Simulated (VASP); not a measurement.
Ba, 1 atom in the cell. Symmetry: I4/mmm, No. 139, tetragonal system. Conventional cell: a = 4.800 Å, b = 4.800 Å, c = 6.142 Å, α = 90.00°, β = 90.00°, γ = 90.00°.  This cell differs from its parent crystal: strain +0.050 along x and y, -0.050 along z.

* Program: VASP 6.6.1
* Task: single point
* Functional: PBE
* Potentials or basis: VASP PAW PBE potentials, release 64 (Ba_sv)
* Cutoff: 520 eV
* k mesh: 14 × 14 × 14
* Occupations: gaussian, width 0.15 eV
* Spin: no spin polarisation
* Dipole correction: no
* Further INCAR settings: ALGO = Fast; EDIFF = 1e-07; NBANDS = 11

Potentials or basis: VASP PAW PBE potentials, release 64 (Ba_sv).

Launch:

```console
$ cat potpaw_PBE.64/Ba_sv/POTCAR > POTCAR
$ mpirun -np 1 vasp_std > vasp.out
```

Hardware: 1 thread of Intel(R) Xeon(R) 6975P-C (Granite Rapids), with other jobs on the host.

Q: Estimate the wall time of this run.

A: Run time: 110 s on 1 thread of Intel(R) Xeon(R) 6975P-C (Granite Rapids), on a shared host, peak memory 0.34 GiB. Counts: scf iterations 14, k points 244.
